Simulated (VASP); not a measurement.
Here is a VASP 6.6.1 calculation.

The input INCAR:

```
PREC = Accurate ; ENCUT = 520
EDIFF = 1E-6 ; ISMEAR = -1
SIGMA = 0.03 ; LREAL = False
LASPH = True ; NELM = 100
ALGO = Normal ; ISIF = 2
LWAVE = False ; LCHARG = False
GGA = PS ; NBANDS = 11
```

Contents of KPOINTS:

```
regular mesh
0
Gamma
  13 13 13
```

Contents of POSCAR:

```
BN
1.0
    0.0361500000      1.8255750000      1.8255750000
    1.8255750000      0.0361500000      1.8255750000
    1.8255750000      1.8255750000      0.0361500000
B N
1 1
Direct
    0.0000000000      0.0000000000      0.0000000000
    0.7500000000      0.7500000000      0.7500000000
```

Potentials or basis: VASP PAW PBE potentials, release 64 (B, N).

The run is started by

```console
$ cat potpaw_PBE.64/B/POTCAR potpaw_PBE.64/N/POTCAR > POTCAR
$ mpirun -np 1 vasp_std > vasp.out
```

(1) Estimate the pressure.

(2) Predict the band gap on the k mesh.

(3) Predict the largest force.

Answers

(1) -1.8 GPa.

(2) 4.29 eV, indirect (least direct gap 7.98 eV).

(3) 0.035 eV/Å.

Caveat: the cell differs from its parent crystal (equal xy, yz and zx shear strains of +2 %); the PAW data sets were made with another functional, which shifts forces and pressure a little.
